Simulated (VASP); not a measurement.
# TePb in VASP: a series of runs

The runs below take TePb through single point, with PBE, PBEsol.

Everything below comes from runs of VASP 6.6.1. Logs are shortened: lines on timing, memory, paths and dates and some standing lists are left out, and cuts for length are marked.

### 1 The cell of the first run

Symmetry: Pm-3m, No. 221, cubic system. The conventional cell has a = 3.891 Å, b = 3.891 Å, c = 3.891 Å, α = 90.00°, β = 90.00°, γ = 90.00°. Te (site symmetry m-3m) has 8 Pb at 3.37 Å and 6 Te at 3.89 Å within 4.4 Å. Within 4.4 Å of Pb (site symmetry m-3m) lie 8 Te at 3.37 Å and 6 Pb at 3.89 Å.

### 2 Single point, PBE (strained)

INCAR

```
PREC = Accurate
ENCUT = 520
EDIFF = 1E-6
ISMEAR = 0
SIGMA = 0.1
LREAL = False
LASPH = True
NELM = 60
ALGO = Normal
ISIF = 2
LWAVE = False
LCHARG = True
GGA = PE
LELF = True
LVHAR = True
NBANDS = 17
```

KPOINTS

```
Automatic mesh
0
Gamma
  10 10 10
```

POSCAR

```
TePb
1.0
    3.8913035815      0.0000000000      0.0000000000
    0.0000000000      3.8913035815      0.0000000000
    0.0000000000      0.0000000000      3.8913035815
Te Pb
1 1
Direct
    0.5000000000      0.5000000000      0.5000000000
    0.0000000000      0.0000000000      0.0000000000
```

Potentials or basis: VASP PAW PBE potentials, release 64 (Te, Pb_d).

Started as:

```console
$ cat potpaw_PBE.64/Te/POTCAR potpaw_PBE.64/Pb_d/POTCAR > POTCAR
$ mpirun -np 1 vasp_std > vasp.out
```

OUTCAR:

```text
PREC = Accurate
   ENCUT = 520
   EDIFF = 1E-6
   ISMEAR = 0
   LREAL = False
   LASPH = True
   NELM = 60
   ISIF = 2
   GGA = PE

 ion  position               nearest neighbor table
   1  0.500  0.500  0.500-   2 3.37   2 3.37   2 3.37   2 3.37   2 3.37   2 3.37   2 3.37   2 3.37

   2  0.000  0.000  0.000-   1 3.37   1 3.37   1 3.37   1 3.37   1 3.37   1 3.37   1 3.37   1 3.37

  LATTYP: Found a simple cubic cell.
 ALAT       =     3.8913035815

  Lattice vectors:

 A1 = (   3.8913035815,   0.0000000000,   0.0000000000)
 A2 = (   0.0000000000,   3.8913035815,   0.0000000000)
 A3 = (   0.0000000000,   0.0000000000,   3.8913035815)

Analysis of symmetry for initial positions (statically):
=====================================================================
 Subroutine PRICEL returns:
 Original cell was already a primitive cell.

 Routine SETGRP: Setting up the symmetry group for a
 simple cubic supercell.

 Subroutine GETGRP returns: Found 48 space group operations
 (whereof 48 operations were pure point group operations)
 out of a pool of 48 trial point group operations.

The static configuration has the point symmetry O_h .

Analysis of symmetry for dynamics (positions and initial velocities):
=====================================================================
 Subroutine PRICEL returns:
 Original cell was already a primitive cell.

 Routine SETGRP: Setting up the symmetry group for a
 simple cubic supercell.

 Subroutine GETGRP returns: Found 48 space group operations
 (whereof 48 operations were pure point group operations)
 out of a pool of 48 trial point group operations.

The dynamic configuration has the point symmetry O_h .

 Subroutine INISYM returns: Found 48 space group operations
 (whereof 48 operations are pure point group operations),
 and found     1 'primitive' translations

----------------------------------------------------------------------------------------

                                     Primitive cell

  volume of cell :      58.9231

  direct lattice vectors                    reciprocal lattice vectors
     3.891303581  0.000000000  0.000000000     0.256983291  0.000000000  0.000000000
     0.000000000  3.891303581  0.000000000     0.000000000  0.256983291  0.000000000
     0.000000000  0.000000000  3.891303581     0.000000000  0.000000000  0.256983291

  length of vectors
     3.891303581  3.891303581  3.891303581     0.256983291  0.256983291  0.256983291

  position of ions in fractional coordinates (direct lattice)
     0.500000000  0.500000000  0.500000000
     0.000000000  0.000000000  0.000000000

  ion indices of the primitive-cell ions
   primitive index   ion index
                 1           1
                 2           2

----------------------------------------------------------------------------------------

 KPOINTS: Automatic mesh

Automatic generation of k-mesh.
 Grid dimensions read from file:
 generate k-points for:   10   10   10

 Generating k-lattice:

  Cartesian coordinates                     Fractional coordinates (reciprocal lattice)
     0.025698329  0.000000000  0.000000000     0.100000000  0.000000000  0.000000000
     0.000000000  0.025698329  0.000000000     0.000000000  0.100000000  0.000000000
     0.000000000  0.000000000  0.025698329     0.000000000  0.000000000  0.100000000

  Length of vectors
     0.025698329  0.025698329  0.025698329

  Shift w.r.t. Gamma in fractional coordinates (k-lattice)
     0.000000000  0.000000000  0.000000000

 Subroutine IBZKPT returns following result:
 ===========================================

 Found     56 irreducible k-points:

 Following reciprocal coordinates:
            Coordinates               Weight
  0.000000  0.000000  0.000000      1.000000
  0.100000  0.000000  0.000000      6.000000
  0.200000  0.000000  0.000000      6.000000
  0.300000  0.000000  0.000000      6.000000
  0.400000  0.000000  0.000000      6.000000
  0.500000  0.000000  0.000000      3.000000
[... 16 lines left out ...]
  0.200000  0.100000  0.100000     24.000000
  0.300000  0.100000  0.100000     24.000000
 [... further k-points ...]
   k-points           NKPTS =     56   k-points in BZ     NKDIM =     56   number of bands    NBANDS=     17
   number of dos      NEDOS =    301   number of ions     NIONS =      2
   total plane-waves  NPLWV =  27000
   dimension x,y,z NGX =    30 NGY =   30 NGZ =   30
   dimension x,y,z NGXF=    60 NGYF=   60 NGZF=   60
   ions per type =               1   1
   NGX,Y,Z   is equivalent  to a cutoff of  12.82, 12.82, 12.82 a.u.
   NGXF,Y,Z  is equivalent  to a cutoff of  25.63, 25.63, 25.63 a.u.
 SYSTEM =  unknown system
   PREC   = accura    normal or accurate (medium, high low for compatibility)
   ISTART =      0    job   : 0-new  1-cont  2-samecut
   ICHARG =      2    charge: 1-file 2-atom 10-const
   ISPIN  =      1    spin polarized calculation?
   LNONCOLLINEAR =      F non collinear calculations
   LSORBIT =      F    spin-orbit coupling
   LASPH  =      T    aspherical Exc in radial PAW
   ENCUT  =  520.0 eV  38.22 Ry    6.18 a.u.   7.24  7.24  7.24*2*pi/ulx,y,z
   NELM   =     60;   NELMIN=  2; NELMDL= -5     # of ELM steps
   EDIFF  = 0.1E-05   stopping-criterion for ELM
   LREAL  =      F    real-space projection
   EDIFFG = 0.1E-04   stopping-criterion for IOM
   NSW    =      0    number of steps for IOM
   IBRION =     -1    ionic relax: 0-MD 1-quasi-New 2-CG
   NFREE  =      0    steps in history (QN), initial steepest desc. (CG)
   ISIF   =      2    stress and relaxation
   ISYM   =      2    0-nonsym 1-usesym 2-fastsym
   POTIM  = 0.5000    time-step for ionic-motion
   TEBEG  =    0.0;   TEEND  =   0.0 temperature during run
   PSTRESS=    0.0 pullay stress
   NELECT =      20.0000    total number of electrons
   NUPDOWN=      -1.0000    fix difference up-down
   EMIN   =  10.00;   EMAX   =-10.00  energy-range for DOS
   EFERMI =   0.00;   METHOD = LEGACY
   ISMEAR =     0;   SIGMA  =   0.10  broadening in eV -4-tet -1-fermi 0-gaus
   EFERMI_NEDOS =   21; number of points for ismear=-14 and -15
   IALGO  =     38    algorithm
   IMIX   =      4    mixing-type and parameters
     AMIX     =   0.40;   BMIX     =  1.00
     AMIX_MAG =   1.60;   BMIX_MAG =  1.00
  volume/ion in A,a.u.               =      29.46       198.82
  Fermi-wavevector in a.u.,A,eV,Ry     =   1.141974  2.158019 17.743434  1.304106
  Thomas-Fermi vector in A             =   2.278673
   LORBIT       =      0    0 simple, 1 ext, 2 COOP (PROOUT), +10 PAW based schemes
   GGA     = PE    functional components
   LHFCALC =     F    Hartree Fock is set to
   AEXX    =    0.0000 exact exchange contribution
   IVDW    =     0    specifies the selected vdW correction
   LEPSILON=     F    determine dielectric tensor
   LRPA    =     F    only Hartree local field effects (RPA)
 non-spin polarized calculation
 Gauss-broadening in eV      SIGMA  =   0.10
  energy-cutoff  :      520.00
  volume of cell :       58.92
 maximum number of plane-waves:      1622
 NGX is ok and might be reduce to    30
   NGX = 15   NGY = 15   NGZ = 15

 number of electron      19.9999993 magnetization

 Free energy of the ion-electron system (eV)
  ---------------------------------------------------
  ext. energy  EPLUGINS =         0.00000000
  ---------------------------------------------------
  free energy    TOTEN  =        -7.01787035 eV

  energy without entropy =       -7.01099580  energy(sigma->0) =       -7.01443307

 E-fermi :   7.2870     XC(G=0): -10.0786

 val. band max:        7.2737199372   @ k =   0.4000   0.4000   0.3000
 cond. band min:       7.2992584208   @ k =   0.3000   0.1000   0.1000
 fundamental gap:      0.0255384835
 Fermi energy:         7.2869566133

 k-point     1 :       0.0000    0.0000    0.0000
  band No.  band energies     occupation
      1      -9.7373      2.00000
      2      -9.7373      2.00000
      3      -9.6295      2.00000
      4      -9.6295      2.00000
      5      -9.6295      2.00000
      6      -5.3691      2.00000
[... 9 lines left out ...]
     16      18.4563      0.00000
     17      18.7571      0.00000

 k-point     2 :       0.1000    0.0000    0.0000
  band No.  band energies     occupation
      1      -9.7368      2.00000
      2      -9.7284      2.00000
      3      -9.6329      2.00000
      4      -9.6329      2.00000
      5      -9.6292      2.00000
      6      -5.2801      2.00000
[... 9 lines left out ...]
     16      18.1172      0.00000
     17      18.1408      0.00000

 k-point     3 :       0.2000    0.0000    0.0000
  band No.  band energies     occupation
      1      -9.7355      2.00000
      2      -9.7054      2.00000
      3      -9.6420      2.00000
      4      -9.6420      2.00000
      5      -9.6286      2.00000
      6      -5.0180      2.00000
[... 9 lines left out ...]
     16      16.7758      0.00000
     17      18.0122      0.00000

 k-point     4 :       0.3000    0.0000    0.0000
  band No.  band energies     occupation
      1      -9.7339      2.00000
      2      -9.6770      2.00000
      3      -9.6530      2.00000
      4      -9.6530      2.00000
      5      -9.6278      2.00000
      6      -4.6040      2.00000
[... 9 lines left out ...]
     16      15.5996      0.00000
     17      18.3658      0.00000

 k-point     5 :       0.4000    0.0000    0.0000
  band No.  band energies     occupation
      1      -9.7326      2.00000
      2      -9.6620      2.00000
      3      -9.6620      2.00000
      4      -9.6542      2.00000
      5      -9.6272      2.00000
      6      -4.1115      2.00000
[... 9 lines left out ...]
     16      17.6721      0.00000
     17      19.0534      0.00000

 k-point     6 :       0.5000    0.0000    0.0000
  band No.  band energies     occupation
      1      -9.7321      2.00000
      2      -9.6655      2.00000
      3      -9.6655      2.00000
      4      -9.6455      2.00000
      5      -9.6270      2.00000
      6      -3.8246      2.00000
[... 9 lines left out ...]
     16      19.0771      0.00000
     17      19.8463      0.00000

 k-point     7 :       0.1000    0.1000    0.0000
  band No.  band energies     occupation
      1      -9.7321      2.00000
      2      -9.7237      2.00000
      3      -9.6367      2.00000
      4      -9.6332      2.00000
      5      -9.6321      2.00000
      6      -5.1913      2.00000
[... 9 lines left out ...]
     16      17.2372      0.00000
     17      17.5197      0.00000

 k-point     8 :       0.2000    0.1000    0.0000
  band No.  band energies     occupation
      1      -9.7293      2.00000
      2      -9.7021      2.00000
      3      -9.6466      2.00000
      4      -9.6416      2.00000
      5      -9.6318      2.00000
      6      -4.9302      2.00000
[... 9 lines left out ...]
     16      16.6472      0.00000
     17      17.1791      0.00000
[... 203 lines left out ...]
      1      -9.7225      2.00000
      2      -9.6911      2.00000
      3      -9.6556      2.00000
      4      -9.6546      2.00000
      5      -9.6019      2.00000
      6      -3.1627      2.00000
[... 9 lines left out ...]
     16      15.3645      0.00000
     17      16.0799      0.00000

 k-point    20 :       0.5000    0.4000    0.0000
  band No.  band energies     occupation
      1      -9.7286      2.00000
      2      -9.6890      2.00000
      3      -9.6580      2.00000
      4      -9.6543      2.00000
      5      -9.5943      2.00000
      6      -3.0148      2.00000
[... 9 lines left out ...]
     16      15.3696      0.00000
     17      15.5280      0.00000

 k-point    21 :       0.5000    0.5000    0.0000
  band No.  band energies     occupation
      1      -9.7351      2.00000
      2      -9.6866      2.00000
      3      -9.6572      2.00000
      4      -9.6572      2.00000
      5      -9.5867      2.00000
      6      -2.9025      2.00000
[... 9 lines left out ...]
     16      15.1612      0.00000
     17      15.1612      0.00000

 k-point    22 :       0.1000    0.1000    0.1000
  band No.  band energies     occupation
      1      -9.7232      2.00000
      2      -9.7232      2.00000
      3      -9.6377      2.00000
      4      -9.6357      2.00000
      5      -9.6357      2.00000
      6      -5.1029      2.00000
[... 9 lines left out ...]
     16      17.3341      0.00000
     17      17.3341      0.00000

 k-point    23 :       0.2000    0.1000    0.1000
  band No.  band energies     occupation
      1      -9.7220      2.00000
      2      -9.6999      2.00000
      3      -9.6474      2.00000
      4      -9.6450      2.00000
      5      -9.6352      2.00000
      6      -4.8431      2.00000
[... 9 lines left out ...]
     16      16.7356      0.00000
     17      17.0875      0.00000

 k-point    24 :       0.3000    0.1000    0.1000
  band No.  band energies     occupation
      1      -9.7204      2.00000
      2      -9.6711      2.00000
      3      -9.6597      2.00000
      4      -9.6564      2.00000
      5      -9.6341      2.00000
      6      -4.4354      2.00000
[... 9 lines left out ...]
     16      16.3956      0.00000
     17      16.4247      0.00000

 [... further k-points ...]

------------------------ aborting loop because EDIFF is reached ----------------------------------------

  FORCE on cell =-STRESS in cart. coord.  units (eV):
  Direction    XX          YY          ZZ          XY          YZ          ZX
  --------------------------------------------------------------------------------------
  -------------------------------------------------------------------------------------
  Total        1.3504092      1.3504092      1.3504092     -0.0000000      0.0000000      0.0000000
  in kB       36.7189831     36.7189831     36.7189831     -0.0000000      0.0000000      0.0000000
  external PRESSURE =      36.7189831 kB  Pullay stress =       0.0000000 kB

 VOLUME and BASIS-vectors are now :
 -----------------------------------------------------------------------------
  energy-cutoff  :      520.00
  volume of cell :       58.92
      direct lattice vectors                 reciprocal lattice vectors
     3.891303581  0.000000000  0.000000000     0.256983291  0.000000000  0.000000000
     0.000000000  3.891303581  0.000000000     0.000000000  0.256983291  0.000000000
     0.000000000  0.000000000  3.891303581     0.000000000  0.000000000  0.256983291

 POSITION                                       TOTAL-FORCE (eV/Angst)
 -----------------------------------------------------------------------------------
      1.94565      1.94565      1.94565         0.000000      0.000000      0.000000
      0.00000      0.00000      0.00000         0.000000      0.000000      0.000000
 -----------------------------------------------------------------------------------
    total drift:                                0.000000     -0.000000     -0.000000

  FREE ENERGIE OF THE ION-ELECTRON SYSTEM (eV)
  ---------------------------------------------------
  free  energy   TOTEN  =        -7.0178703517 eV

  energy  without entropy=       -7.0109957952  energy(sigma->0) =       -7.01443307
```

It took 63 s on 1 thread of Intel Xeon 8259CL, shared host; peak memory 0.21 GiB.

What came out:

```
Free energy            : -7.0179 eV
Pressure               : 3.7 GPa
Band gap on the k mesh : zero (bands 10 and 11 overlap by 1.52 eV)
```

Caveat: the cell differs from its parent crystal (strained); the cell stands under pressure; spin-orbit coupling is left out, which moves the levels of the heavy elements.

### 3 Single point, PBEsol (strained)

INCAR

```
PREC = Accurate
ENCUT = 520
EDIFF = 1E-6
ISMEAR = 0
SIGMA = 0.1
LREAL = False
LASPH = True
NELM = 80
ALGO = Normal
ISIF = 2
LWAVE = False
LCHARG = False
GGA = PS
NBANDS = 17
```

KPOINTS is that of step 2.

POSCAR

```
TePb
1.0
    3.9462549820      0.0000000000      0.0000000000
    0.0000000000      3.9462549820      0.0000000000
    0.0000000000      0.0000000000      3.9462549820
Te Pb
1 1
Direct
    0.5000000000      0.5000000000      0.5000000000
    0.0000000000      0.0000000000      0.0000000000
```

Potentials or basis: VASP PAW PBE potentials, release 64 (Te, Pb_d).

Started as:

```console
$ cat potpaw_PBE.64/Te/POTCAR potpaw_PBE.64/Pb_d/POTCAR > POTCAR
$ mpirun -np 1 vasp_std > vasp.out
```

Run time: 65 s. Hardware: 1 thread of Intel Xeon 8259CL, shared host; peak memory 0.21 GiB.

The run converged. Its results:

```yaml
Free_energy: -7.8742 eV
Pressure: -1.3 GPa
Band_gap_on_the_k_mesh: zero (bands 10 and 11 overlap by 1.43 eV)
```

Levels at points of the mesh, in eV from the Fermi level:
| k point | band 8 | band 9 | band 10 | band 11 | band 12 | band 13 |
| --- | --- | --- | --- | --- | --- | --- |
| (0.00, 0.00, 0.00) | -1.58 | -1.58 | -1.58 | 3.99 | 3.99 | 5.60 |
| (0.50, 0.00, 0.00) | -0.61 | -0.07 | -0.07 | 0.29 | 2.45 | 2.45 |
| (0.50, 0.50, 0.00) | -4.56 | -4.56 | 0.32 | 3.74 | 3.91 | 3.91 |
| (0.50, 0.50, 0.50) | -2.54 | -2.54 | -2.54 | -1.10 | -1.10 | -1.10 |

Caveat: the cell differs from its parent crystal (strained); the PAW data sets were made with another functional, which shifts forces and pressure a little; spin-orbit coupling is left out, which moves the levels of the heavy elements.

[end of part 1 of 2]

The gap in the log of VASP goes by the Fermi energy; the results here count the filled bands.